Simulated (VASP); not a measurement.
# AlN (P6_3mc) in VASP: further runs

The runs below take AlN through single point, relaxation of cell and atoms, with LDA.

Program: VASP 6.6.1. These are calculated values, not measurements. Logs are shortened: lines on timing, memory, paths and dates and some standing lists are left out, and cuts for length are marked.

**Experimental background.**

“Structural and optical properties of self-assembled AlN nanowires grown on SiO2/Si substrates by molecular beam epitaxy”, 2024, arxiv:2402.00216 quotes, for a bulk crystal of AlN at 0 K: band gap 6.0343 eV (an exciton energy, a little under the gap).

The results are compared with them further down.

## (1) The cell of the first run

Symmetry: P6_3mc, No. 186, hexagonal system. The conventional cell has a = 3.089 Å, b = 3.089 Å, c = 4.944 Å, α = 90.00°, β = 90.00°, γ = 120.00°. Within 2.5 Å of Al (site symmetry 3m) lie 4 N at 1.88 to 1.89 Å. Within 2.5 Å of N (site symmetry 3m) lie 4 Al at 1.88 to 1.89 Å.

## (2) Single point, LDA

The input, INCAR:

```
SYSTEM = AlN
PREC = Accurate
ENCUT = 520
EDIFF = 1E-6
ISMEAR = 0
SIGMA = 0.02
LREAL = .False.
LASPH = .True.
NELM = 60
ALGO = Normal
ISIF = 2
LWAVE = .False.
LCHARG = .True.
LELF = .True.
LVHAR = .True.
NBANDS = 16
```

The input, KPOINTS:

```
regular mesh
0
Gamma
  9 9 6
  0 0 0
```

The input, POSCAR:

```
AlN
1.0
    3.0886152983      0.0000000000      0.0000000000
   -1.5443076491      2.6748193108      0.0000000000
    0.0000000000      0.0000000000      4.9435842660
Al N
2 2
Direct
    0.3333333333      0.6666666667      0.0015210172
    0.6666666667      0.3333333333      0.5015210172
    0.3333333333      0.6666666667      0.3834789828
    0.6666666667      0.3333333333      0.8834789828
```

Potentials or basis: VASP PAW LDA potentials, release 64 (Al, N).

Launch:

```bash
cat potpaw_LDA.64/Al/POTCAR potpaw_LDA.64/N/POTCAR > POTCAR
mpirun -np 1 vasp_std > vasp.out
```

OUTCAR:

```text
SYSTEM = AlN
   PREC = Accurate
   ENCUT = 520
   EDIFF = 1E-6
   ISMEAR = 0
   LREAL = .False.
   LASPH = .True.
   NELM = 60
   ISIF = 2

 ion  position               nearest neighbor table
   1  0.333  0.667  0.002-   4 1.88   4 1.88   4 1.88   3 1.89   2 3.05   2 3.05   2 3.05   2 3.05
                             2 3.05   2 3.05
   2  0.667  0.333  0.502-   3 1.88   3 1.88   3 1.88   4 1.89   1 3.05   1 3.05   1 3.05   1 3.05
                             1 3.05   1 3.05
   3  0.333  0.667  0.383-   2 1.88   2 1.88   2 1.88   1 1.89
   4  0.667  0.333  0.883-   1 1.88   1 1.88   1 1.88   2 1.89

  LATTYP: Found a hexagonal cell.
 ALAT       =     3.0886152983
 C/A-ratio  =     1.6005827170

  Lattice vectors:

 A1 = (   3.0886152983,   0.0000000000,   0.0000000000)
 A2 = (  -1.5443076491,   2.6748193108,   0.0000000000)
 A3 = (   0.0000000000,   0.0000000000,   4.9435842660)

Analysis of symmetry for initial positions (statically):
=====================================================================
 Subroutine PRICEL returns:
 Original cell was already a primitive cell.

 Routine SETGRP: Setting up the symmetry group for a
 hexagonal supercell.

 Subroutine GETGRP returns: Found 12 space group operations
 (whereof  6 operations were pure point group operations)
 out of a pool of 24 trial point group operations.

The static configuration has the point symmetry C_3v.
 The point group associated with its full space group is C_6v.

Analysis of symmetry for dynamics (positions and initial velocities):
=====================================================================
 Subroutine PRICEL returns:
 Original cell was already a primitive cell.

 Routine SETGRP: Setting up the symmetry group for a
 hexagonal supercell.

 Subroutine GETGRP returns: Found 12 space group operations
 (whereof  6 operations were pure point group operations)
 out of a pool of 24 trial point group operations.

The dynamic configuration has the point symmetry C_3v.
 The point group associated with its full space group is C_6v.

 Subroutine INISYM returns: Found 12 space group operations
 (whereof  6 operations are pure point group operations),
 and found     1 'primitive' translations

----------------------------------------------------------------------------------------

                                     Primitive cell

  volume of cell :      40.8414

  direct lattice vectors                    reciprocal lattice vectors
     3.088615298  0.000000000  0.000000000     0.323769684  0.186928514  0.000000000
    -1.544307649  2.674819311  0.000000000     0.000000000  0.373857029  0.000000000
     0.000000000  0.000000000  4.943584266     0.000000000  0.000000000  0.202282382

  length of vectors
     3.088615298  3.088615298  4.943584266     0.373857029  0.373857029  0.202282382

  position of ions in fractional coordinates (direct lattice)
     0.333333333  0.666666667  0.001521017
     0.666666667  0.333333333  0.501521017
     0.333333333  0.666666667  0.383478983
     0.666666667  0.333333333  0.883478983

  ion indices of the primitive-cell ions
   primitive index   ion index
                 1           1
                 2           2
                 3           3
                 4           4

----------------------------------------------------------------------------------------

 KPOINTS: regular mesh

Automatic generation of k-mesh.
 Grid dimensions read from file:
 generate k-points for:    9    9    6

 Generating k-lattice:

  Cartesian coordinates                     Fractional coordinates (reciprocal lattice)
     0.035974409  0.020769835  0.000000000     0.111111111  0.000000000  0.000000000
     0.000000000  0.041539670  0.000000000     0.000000000  0.111111111  0.000000000
     0.000000000  0.000000000  0.033713730     0.000000000  0.000000000  0.166666667

  Length of vectors
     0.041539670  0.041539670  0.033713730

  Shift w.r.t. Gamma in fractional coordinates (k-lattice)
     0.000000000  0.000000000  0.000000000

 Subroutine IBZKPT returns following result:
 ===========================================

 Found     48 irreducible k-points:

 Following reciprocal coordinates:
            Coordinates               Weight
  0.000000  0.000000  0.000000      1.000000
  0.111111  0.000000  0.000000      6.000000
  0.222222  0.000000  0.000000      6.000000
  0.333333  0.000000  0.000000      6.000000
  0.444444  0.000000  0.000000      6.000000
  0.111111  0.111111  0.000000      6.000000
[... 16 lines left out ...]
  0.333333  0.222222  0.166667     24.000000
  0.333333  0.333333  0.166667      4.000000
 [... further k-points ...]
   k-points           NKPTS =     48   k-points in BZ     NKDIM =     48   number of bands    NBANDS=     16
   number of dos      NEDOS =    301   number of ions     NIONS =      4
   total plane-waves  NPLWV =  23040
   dimension x,y,z NGX =    24 NGY =   24 NGZ =   40
   dimension x,y,z NGXF=    48 NGYF=   48 NGZF=   80
   ions per type =               2   2
   NGX,Y,Z   is equivalent  to a cutoff of  12.92, 12.92, 13.45 a.u.
   NGXF,Y,Z  is equivalent  to a cutoff of  25.84, 25.84, 26.90 a.u.
 SYSTEM =  AlN
   PREC   = accura    normal or accurate (medium, high low for compatibility)
   ISTART =      0    job   : 0-new  1-cont  2-samecut
   ICHARG =      2    charge: 1-file 2-atom 10-const
   ISPIN  =      1    spin polarized calculation?
   LNONCOLLINEAR =      F non collinear calculations
   LSORBIT =      F    spin-orbit coupling
   LASPH  =      T    aspherical Exc in radial PAW
   ENCUT  =  520.0 eV  38.22 Ry    6.18 a.u.   5.74  5.74  9.19*2*pi/ulx,y,z
   NELM   =     60;   NELMIN=  2; NELMDL= -5     # of ELM steps
   EDIFF  = 0.1E-05   stopping-criterion for ELM
   LREAL  =      F    real-space projection
   EDIFFG = 0.1E-04   stopping-criterion for IOM
   NSW    =      0    number of steps for IOM
   IBRION =     -1    ionic relax: 0-MD 1-quasi-New 2-CG
   NFREE  =      0    steps in history (QN), initial steepest desc. (CG)
   ISIF   =      2    stress and relaxation
   ISYM   =      2    0-nonsym 1-usesym 2-fastsym
   POTIM  = 0.5000    time-step for ionic-motion
   TEBEG  =    0.0;   TEEND  =   0.0 temperature during run
   PSTRESS=    0.0 pullay stress
   NELECT =      16.0000    total number of electrons
   NUPDOWN=      -1.0000    fix difference up-down
   EMIN   =  10.00;   EMAX   =-10.00  energy-range for DOS
   EFERMI =   0.00;   METHOD = LEGACY
   ISMEAR =     0;   SIGMA  =   0.02  broadening in eV -4-tet -1-fermi 0-gaus
   EFERMI_NEDOS =   21; number of points for ismear=-14 and -15
   IALGO  =     38    algorithm
   IMIX   =      4    mixing-type and parameters
     AMIX     =   0.40;   BMIX     =  1.00
     AMIX_MAG =   1.60;   BMIX_MAG =  1.00
  volume/ion in A,a.u.               =      10.21        68.90
  Fermi-wavevector in a.u.,A,eV,Ry     =   1.197884  2.263672 19.523354  1.434926
  Thomas-Fermi vector in A             =   2.333787
   LORBIT       =      0    0 simple, 1 ext, 2 COOP (PROOUT), +10 PAW based schemes
   GGA     = CA    functional components
   LHFCALC =     F    Hartree Fock is set to
   AEXX    =    0.0000 exact exchange contribution
   IVDW    =     0    specifies the selected vdW correction
   LEPSILON=     F    determine dielectric tensor
   LRPA    =     F    only Hartree local field effects (RPA)
 non-spin polarized calculation
 Gauss-broadening in eV      SIGMA  =   0.02
  energy-cutoff  :      520.00
  volume of cell :       40.84
 maximum number of plane-waves:      1118
 NGX is ok and might be reduce to    24
   NGX = 11   NGY = 11   NGZ = 19

 number of electron      15.9999999 magnetization

 Free energy of the ion-electron system (eV)
  ---------------------------------------------------
  ext. energy  EPLUGINS =         0.00000000
  ---------------------------------------------------
  free energy    TOTEN  =       -32.84103885 eV

  energy without entropy =      -32.84103885  energy(sigma->0) =      -32.84103885

 E-fermi :   6.2847     XC(G=0): -11.3434

 val. band max:        6.1144524177   @ k =   0.0000   0.0000   0.0000
 cond. band min:      10.5386245146   @ k =   0.0000   0.0000   0.0000
 fundamental gap:      4.4241720968
 Fermi energy:         6.2846897947

 k-point     1 :       0.0000    0.0000    0.0000
  band No.  band energies     occupation
      1      -9.0583      2.00000
      2      -6.7647      2.00000
      3      -0.0397      2.00000
      4       5.2257      2.00000
      5       5.2257      2.00000
      6       5.8869      2.00000
[... 8 lines left out ...]
     15      19.2391      0.00000
     16      19.2391      0.00000

 k-point     2 :       0.1111    0.0000    0.0000
  band No.  band energies     occupation
      1      -8.8941      2.00000
      2      -6.6710      2.00000
      3       0.1511      2.00000
      4       4.5070      2.00000
      5       5.0215      2.00000
      6       5.2176      2.00000
[... 8 lines left out ...]
     15      19.0908      0.00000
     16      19.2457      0.00000

 k-point     3 :       0.2222    0.0000    0.0000
  band No.  band energies     occupation
      1      -8.4263      2.00000
      2      -6.4349      2.00000
      3       0.7057      2.00000
      4       2.9748      2.00000
      5       3.9488      2.00000
      6       4.6041      2.00000
[... 8 lines left out ...]
     15      18.3020      0.00000
     16      19.0124      0.00000

 k-point     4 :       0.3333    0.0000    0.0000
  band No.  band energies     occupation
      1      -7.7464      2.00000
      2      -6.2057      2.00000
      3       1.5068      2.00000
      4       1.5579      2.00000
      5       2.7370      2.00000
      6       4.2172      2.00000
[... 8 lines left out ...]
     15      18.2430      0.00000
     16      20.5040      0.00000

 k-point     5 :       0.4444    0.0000    0.0000
  band No.  band energies     occupation
      1      -7.0919      2.00000
      2      -6.1880      2.00000
      3       0.6431      2.00000
      4       1.9636      2.00000
      5       2.4768      2.00000
      6       3.9952      2.00000
[... 8 lines left out ...]
     15      18.8092      0.00000
     16      21.3392      0.00000

 k-point     6 :       0.1111    0.1111    0.0000
  band No.  band energies     occupation
      1      -8.5777      2.00000
      2      -6.5052      2.00000
      3       0.5242      2.00000
      4       3.6575      2.00000
      5       3.9023      2.00000
      6       4.9660      2.00000
[... 8 lines left out ...]
     15      18.5570      0.00000
     16      19.2584      0.00000
[... 267 lines left out ...]
 k-point    21 :       0.4444    0.1111    0.1667
  band No.  band energies     occupation
      1      -6.8314      2.00000
      2      -6.2460      2.00000
      3       0.5091      2.00000
      4       1.5734      2.00000
      5       2.9978      2.00000
      6       3.7438      2.00000
[... 8 lines left out ...]
     15      18.8191      0.00000
     16      21.1542      0.00000

 k-point    22 :       0.2222    0.2222    0.1667
  band No.  band energies     occupation
      1      -7.3112      2.00000
      2      -6.2210      2.00000
      3       1.4044      2.00000
      4       1.6653      2.00000
      5       2.9442      2.00000
      6       3.3887      2.00000
[... 8 lines left out ...]
     15      18.3755      0.00000
     16      21.0968      0.00000

 k-point    23 :       0.3333    0.2222    0.1667
  band No.  band energies     occupation
      1      -6.7484      2.00000
      2      -6.2114      2.00000
      3       0.9807      2.00000
      4       1.6956      2.00000
      5       2.5169      2.00000
      6       3.5589      2.00000
[... 8 lines left out ...]
     15      18.8820      0.00000
     16      20.9817      0.00000

 k-point    24 :       0.3333    0.3333    0.1667
  band No.  band energies     occupation
      1      -6.3775      2.00000
      2      -6.3775      2.00000
      3       1.2517      2.00000
      4       1.8517      2.00000
      5       1.8517      2.00000
      6       3.3274      2.00000
[... 8 lines left out ...]
     15      19.1440      0.00000
     16      21.2737      0.00000

 [... further k-points ...]
[... 5 lines left out ...]
  --------------------------------------------------------------------------------------
  -------------------------------------------------------------------------------------
  Total        0.1613774      0.1613774      0.1494044      0.0000000      0.0000000      0.0000000
  in kB        6.3307197      6.3307197      5.8610262      0.0000000      0.0000000      0.0000000
  external PRESSURE =       6.1741552 kB  Pullay stress =       0.0000000 kB

 VOLUME and BASIS-vectors are now :
 -----------------------------------------------------------------------------
  energy-cutoff  :      520.00
  volume of cell :       40.84
      direct lattice vectors                 reciprocal lattice vectors
     3.088615298  0.000000000  0.000000000     0.323769684  0.186928514  0.000000000
    -1.544307649  2.674819311  0.000000000     0.000000000  0.373857029  0.000000000
     0.000000000  0.000000000  4.943584266     0.000000000  0.000000000  0.202282382

 POSITION                                       TOTAL-FORCE (eV/Angst)
 -----------------------------------------------------------------------------------
     -0.00000      1.78321      0.00752        -0.000000      0.000000     -0.000914
      1.54431      0.89161      2.47931        -0.000000      0.000000     -0.000914
     -0.00000      1.78321      1.89576         0.000000      0.000000      0.000914
      1.54431      0.89161      4.36755        -0.000000     -0.000000      0.000914
 -----------------------------------------------------------------------------------
    total drift:                               -0.000000      0.000000     -0.000410

  FREE ENERGIE OF THE ION-ELECTRON SYSTEM (eV)
  ---------------------------------------------------
  free  energy   TOTEN  =       -32.8410388522 eV

  energy  without entropy=      -32.8410388522  energy(sigma->0) =      -32.84103885
```

Run time: 34 s. Hardware: 1 thread of Intel Xeon Platinum 8259CL at 2.50GHz (Skylake/Cascade Lake), shared host; peak memory 0.15 GiB.

What came out:

- Free energy: -32.8410 eV
- Pressure: 0.6 GPa
- Band gap on the k mesh: 4.42 eV, direct

## (3) Single point, LDA

The input, INCAR:

```
SYSTEM = AlN
ALGO = Normal
EDIFF = 1E-7
ENCUT = 520
GGA = CA
ISIF = 2
ISMEAR = 0
LASPH = .True.
LCHARG = .True.
LELF = .True.
LREAL = .False.
LVHAR = .True.
LWAVE = .False.
NBANDS = 16
NELM = 100
PREC = Accurate
SIGMA = 0.05
```

The input, KPOINTS:

```
k-points
0
Gamma
  9 9 6
  0 0 0
```

POSCAR is that of step 2.

Potentials or basis: VASP PAW LDA potentials, release 64 (Al, N).

Launch:

```bash
cat potpaw_LDA.64/Al/POTCAR potpaw_LDA.64/N/POTCAR > POTCAR
mpirun -np 1 vasp_std > vasp.out
```

Wall time 29 s (1 thread of Intel Xeon Platinum 8259CL at 2.50GHz (Skylake/Cascade Lake), shared host); peak memory 0.15 GiB.

Results (log left out):

```
Free energy            : -32.8410 eV
Pressure               : 0.6 GPa
Band gap on the k mesh : 4.42 eV, direct
```

Levels at points of the mesh, in eV from the valence-band top:
```tsv
k point	band 4	band 5	band 6	band 7	band 8	band 9	band 10	band 11	band 12	band 13
(0.00, 0.00, 0.00)	-0.89	-0.89	-0.23	-0.23	0.00	4.42	6.73	10.66	11.10	11.10
(0.00, 0.00, 0.50)	-3.37	-0.57	-0.57	-0.57	-0.57	6.61	6.61	10.32	10.32	11.42
```

## (4) Relaxation of cell and atoms, LDA

This run uses another cell than the first one, of 10.43 Å³/atom, 1.022 times its volume.

The input, INCAR:

```
PREC = Accurate
ENCUT = 600
EDIFF = 1E-6
ISMEAR = 0
SIGMA = 0.02
LREAL = F
LASPH = T
NELM = 60
ALGO = Normal
ISIF = 3
LWAVE = F
LCHARG = F
IBRION = 2
NSW = 100
EDIFFG = -0.005
```

The input, KPOINTS:

```
regular mesh
0
Gamma
  9 9 6
```

The input, POSCAR:

```
AlN
1.0
    3.1110021516      0.0000000000      0.0000000000
   -1.5555010758      2.6942068945      0.0000000000
    0.0000000000      0.0000000000      4.9780000000
Al N
2 2
Direct
    0.3333333333      0.6666666667      0.0000000000
    0.6666666667      0.3333333333      0.5000000000
    0.3333333333      0.6666666667      0.3850000000
    0.6666666667      0.3333333333      0.8850000000
```

Launch:

```bash
cat potpaw_LDA.64/Al/POTCAR potpaw_LDA.64/N/POTCAR > POTCAR
mpirun -np 1 vasp_std > vasp.out
```

Run time: 89 s. Hardware: 1 thread of Intel Xeon Platinum 8259CL at 2.50GHz (Skylake/Cascade Lake), shared host; peak memory 0.16 GiB.

Results (log left out):

```yaml
Free_energy: -32.8434 eV
Relaxed_volume: 10.24 Å³/atom
Relaxed_cell: a = 3.091 Å, b = 3.091 Å, c = 4.948 Å, α = 90.00°, β = 90.00°, γ = 120.00°
Space_group_after_relaxing_to_0.05_Å: P6_3mc (No. 186)
Energy_gained_by_relaxing: 3.1 meV/atom
Ionic_steps: 8
Pressure_after_relaxing: 0.0 GPa
Band_gap_on_the_k_mesh: 4.40 eV, direct
```

Step by step:
```tsv
step	energy change (eV)	largest force (eV/Å)	pressure (GPa)	volume (Å³)
1	0.0000	0.1863	-3.91	41.72
2	-0.0020	0.1219	3.96	40.21
3	-0.0121	0.0387	0.06	40.92
4	-0.0121	0.0354	0.17	40.90
5	-0.0123	0.0021	0.04	40.93
6	-0.0124	0.0132	-0.01	40.94
7	-0.0124	0.0078	-0.05	40.95
8	-0.0124	0.0006	-0.03	40.95
```

Final structure:
```
Al N
1.0
     3.09142    0.00000    0.00000
    -1.54571    2.67725    0.00000
     0.00000    0.00000    4.94788
Al N
2 2
Direct
  0.33333 0.66667 0.00151
  0.66667 0.33333 0.50151
  0.33333 0.66667 0.38349
  0.66667 0.33333 0.88349
```

Levels at points of the mesh, in eV from the valence-band top:
```csv
k point,band 5,band 6,band 7,band 8,band 9,band 10,band 11,band 12
"(0.00, 0.00, 0.00)",-0.89,-0.23,-0.23,0.00,4.40,6.71,10.63,11.08
"(0.00, 0.00, 0.50)",-0.57,-0.57,-0.57,-0.57,6.58,6.58,10.30,10.30
```

A k mesh can miss the band edges. LDA usually gives volumes a few per cent too small.

(Continued in part 2 of 2.)
